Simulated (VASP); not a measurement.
Input of a VASP 6.6.1 run:

File INCAR:

```
ALGO = Normal
EDIFF = 1E-7
ENCUT = 520
GGA = PE
ISIF = 2
ISMEAR = 0
LASPH = True
LCHARG = False
LREAL = False
LWAVE = False
NBANDS = 9
NELM = 100
PREC = Accurate
SIGMA = 0.05
```

Contents of KPOINTS:

```
k-points
0
Gamma
  16 16 16
```

File POSCAR:

```
Se
1.0
    1.8885921184      1.0903791680      1.5419044348
   -1.8885921184      1.0903791680      1.5419044348
    0.0000000000     -2.1807583359      1.5419044349
Se
1
Direct
    0.0000000000      0.0000000000      0.0000000000
```

Potentials or basis: VASP PAW PBE potentials, release 64 (Se).

The run is started by

```bash
$ cat potpaw_PBE.64/Se/POTCAR > POTCAR
$ mpirun -np 1 vasp_std > vasp.out
```

Q: What does it give for the band gap on the k mesh?

A: Zero (band 3 reaches 10.50 eV, above the bottom of band 4 at 2.88 eV).

Q: Estimate the pressure.

A: 18.1 GPa.
